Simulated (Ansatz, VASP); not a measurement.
**CsPbCl3 in VASP and in Ansatz**

The input INCAR:

```
SYSTEM = CsPbCl3
PREC = Accurate
ENCUT = 520
EDIFF = 1E-6
ISMEAR = -1
SIGMA = 0.05
LREAL = .False.
LASPH = .True.
NELM = 100
ALGO = Normal
ISIF = 2
LWAVE = .False.
LCHARG = .False.
NBANDS = 30
```

The input KPOINTS:

```
regular mesh
0
Gamma
  5 5 5
  0 0 0
```

The input POSCAR:

```
CsPbCl3
1.0
    5.6050000000      0.0000000000      0.0000000000
    0.0000000000      5.6050000000      0.0000000000
    0.0000000000      0.0000000000      5.6050000000
Pb Cs Cl
1 1 3
Direct
    0.5000000000      0.5000000000      0.5000000000
    0.0000000000      0.0000000000      0.0000000000
    0.5000000000      0.0000000000      0.5000000000
    0.0000000000      0.5000000000      0.5000000000
    0.5000000000      0.5000000000      0.0000000000
```

Contents of input.yaml:

```yaml
crystal:
  lattice:
    - [5.605, 0.0, 0.0]
    - [0.0, 5.605, 0.0]
    - [0.0, 0.0, 5.605]
  atoms:
    - { symbol: Pb, position: [0.5, 0.5, 0.5] }
    - { symbol: Cs, position: [0.0, 0.0, 0.0] }
    - { symbol: Cl, position: [0.5, 0.0, 0.5] }
    - { symbol: Cl, position: [0.0, 0.5, 0.5] }
    - { symbol: Cl, position: [0.5, 0.5, 0.0] }
kpoints:
  mp_grid: { grid: [5, 5, 5] }
  band_path:
    path:
      - [0.0, 0.0, 0.0]
      - [0.0, 0.5, 0.0]
      - [0.5, 0.5, 0.0]
      - [0.0, 0.0, 0.0]
      - [0.5, 0.5, 0.5]
      - [0.0, 0.5, 0.0]
    npoints: 6
scf:
  occupations: { method: fermi_dirac, width: 0.05 }
hamiltonian:
  xc: lda
  pseudopotentials: { kind: all_electron, lapw: { basis_error: 0.002 } }
output:
  forces: true
  stress: true
  eigenvalues: true
```

Alike in both runs: functional LDA; k mesh 5 × 5 × 5; occupations fermi-dirac, width 0.05 eV; no spin polarisation.

|  | VASP | Ansatz |
| --- | --- | --- |
| version | VASP 6.6.1 | Ansatz 0.2.0 |
| potentials or method | VASP PAW LDA potentials, release 64 (Pb_d, Cs_sv, Cl), cutoff 520 eV | all-electron LAPW, scalar-relativistic |
| task | single point | band structure |

|  | VASP | Ansatz | Ansatz less VASP |
| --- | --- | --- | --- |
| gap on the k mesh at the Fermi level (eV) | 2.78 | 2.80 | +0.016 |
| pressure (GPa) | -1.2 | -1.2 | 0.00 |

LDA's correlation is that of Perdew and Zunger in VASP and of Perdew and Wang (1992) in Ansatz. Ansatz ran all-electron here, and VASP with PAW potentials.

Neither program's run includes spin-orbit coupling.
